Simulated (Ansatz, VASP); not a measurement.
# WS2 in VASP and in Ansatz

INCAR

```
SYSTEM = WS2
PREC = Accurate ; ENCUT = 520
EDIFF = 1E-6 ; ISMEAR = -1
SIGMA = 0.05 ; LREAL = .FALSE.
LASPH = .TRUE. ; NELM = 150
ALGO = Normal ; ISIF = 2
LWAVE = .FALSE. ; LCHARG = .TRUE.
MAGMOM = 0 0 0 0 0 0 0 0 0 ; LORBIT = 11
LSORBIT = .TRUE. ; GGA_COMPAT = .FALSE.
LORBMOM = .TRUE. ; LMAXMIX = 4
GGA = PE ; LVHAR = .TRUE.
NBANDS = 39
```

KPOINTS

```
regular mesh
0
G
  8 8 2
  0 0 0
```

File POSCAR:

```
WS2
1.0
    2.5917300000      0.0000000000      0.0000000000
    0.0000000000      2.5917300000      0.0000000000
    0.0000000000      0.0000000000      9.2341700000
W S
1 2
Direct
    0.5000000000      0.5000000000      0.5000000000
    0.5000000000      0.5000000000      0.7656600000
    0.5000000000      0.5000000000      0.2343400000
```

File input.yaml:

```yaml
crystal:
  lattice:
    - [2.59173, 0.0, 0.0]
    - [0.0, 2.59173, 0.0]
    - [0.0, 0.0, 9.23417]
  atoms:
    - { symbol: W, position: [0.5, 0.5, 0.5] }
    - { symbol: S, position: [0.5, 0.5, 0.76566] }
    - { symbol: S, position: [0.5, 0.5, 0.23434] }
kpoints:
  mp_grid: { grid: [8, 8, 2] }
  band_path:
    path:
      - [0.0, 0.0, 0.0]
      - [0.0, 0.5, 0.0]
      - [0.5, 0.5, 0.0]
      - [0.0, 0.0, 0.0]
      - [0.0, 0.0, 0.5]
      - [0.0, 0.5, 0.5]
      - [0.5, 0.5, 0.5]
      - [0.0, 0.0, 0.5]
    npoints: 6
scf:
  occupations: { method: fermi_dirac, width: 0.05 }
hamiltonian:
  xc: pbe
  pseudopotentials: { kind: all_electron, lapw: { basis_error: 0.002 } }
magnetization:
  noncollinear: true
  spin_orbit: true
output:
  forces: true
  stress: true
  eigenvalues: true
```

Alike in both runs: functional PBE; k mesh 8 × 8 × 2; occupations fermi-dirac, width 0.05 eV; non-collinear spin, spin-orbit coupling.

|  | VASP | Ansatz |
| --- | --- | --- |
| version | VASP 6.6.1 | Ansatz 0.2.0 |
| potentials or method | VASP PAW PBE potentials, release 64 (W_sv, S), cutoff 520 eV | all-electron LAPW, relativistic spinors |
| task | single point | band structure |

Ansatz gave:

- pressure (GPa): 0.2
- traceless stress, the component that is largest in VASP (GPa): -1.40
- rms of the force components (eV/Å): 0.044
- net moment per atom (μB): 0.00

Q: Estimate VASP's values.

A: Pressure (GPa): 0.4; traceless stress, the component that is largest in VASP (GPa): -1.22; rms of the force components (eV/Å): 0.028; net moment per atom (μB): 0.00.

Atom by atom the forces differ by 0.015 eV/Å (rms over components). Ansatz ran all-electron here, and VASP with PAW potentials.

Noted on Ansatz's run: the k mesh is thin for a metal, which can move the energy by tens of meV per atom.
